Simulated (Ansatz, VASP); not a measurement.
# SnO2 in VASP and in Ansatz

Contents of INCAR:

```
SYSTEM = SnO2
PREC = Accurate
ENCUT = 600
EDIFF = 1E-7
ISMEAR = 0
SIGMA = 0.01
LREAL = .False.
LASPH = .True.
NELM = 80
ALGO = Normal
ISIF = 3
LWAVE = .False.
LCHARG = .False.
GGA = PS
IBRION = 2
NSW = 80
EDIFFG = -0.05
```

KPOINTS

```
Automatic mesh
0
Gamma
  6 4 6
  0 0 0
```

File POSCAR:

```
SnO2
1.0
    4.7880040000      0.0000000000      0.0000000000
    0.0000000000      4.8665820000      0.0000000000
    0.0000000000      0.0000000000      3.2408980000
Sn O
2 4
Direct
    0.5000000000      0.5000000000      0.5000000000
    0.0000000000      0.0000000000      0.0000000000
    0.2918550000      0.3210420000      0.0000000000
    0.7918550000      0.1789580000      0.5000000000
    0.2081450000      0.8210420000      0.5000000000
    0.7081450000      0.6789580000      0.0000000000
```

Input for Ansatz:

```yaml
crystal:
  lattice:
    - [4.788004, 0.0, 0.0]
    - [0.0, 4.866582, 0.0]
    - [0.0, 0.0, 3.240898]
  atoms:
    - { symbol: Sn, position: [0.5, 0.5, 0.5] }
    - { symbol: Sn, position: [0.0, 0.0, 0.0] }
    - { symbol: O, position: [0.291855, 0.321042, 0.0] }
    - { symbol: O, position: [0.791855, 0.178958, 0.5] }
    - { symbol: O, position: [0.208145, 0.821042, 0.5] }
    - { symbol: O, position: [0.708145, 0.678958, 0.0] }
kpoints:
  mp_grid:
    grid: [6, 4, 6]
hamiltonian:
  xc: pbesol
  dispersion: none
scf:
  occupations:
    method: fixed
relax:
  f_tol: 0.05
  cell: {}
```

Alike in both runs: task relaxation of cell and atoms; functional PBEsol; k mesh 6 × 4 × 6; no spin polarisation.

|  | VASP | Ansatz |
| --- | --- | --- |
| version | VASP 6.6.1 | Ansatz 0.2.0 |
| potentials or method | VASP PAW PBE potentials, release 64 (Sn_d, O) | plane waves, PAW |
| plane-wave cutoff (eV) | 600 | 420 |
| occupations | gaussian, width 0.01 eV | fixed |
| valence electrons in the cell | 52 | 52 |

Ansatz gave:

| Property | Result |
| --- | --- |
| relaxed volume (Å³/atom) | 12.18 |
| relaxed cell length with the largest relative difference (Å) | 3.212 |

**Question.** Estimate VASP's values.

**Answer.** Relaxed volume (Å³/atom): 12.20; relaxed cell length with the largest relative difference (Å): 3.218.

VASP's potentials were made for PBE, not for PBEsol.
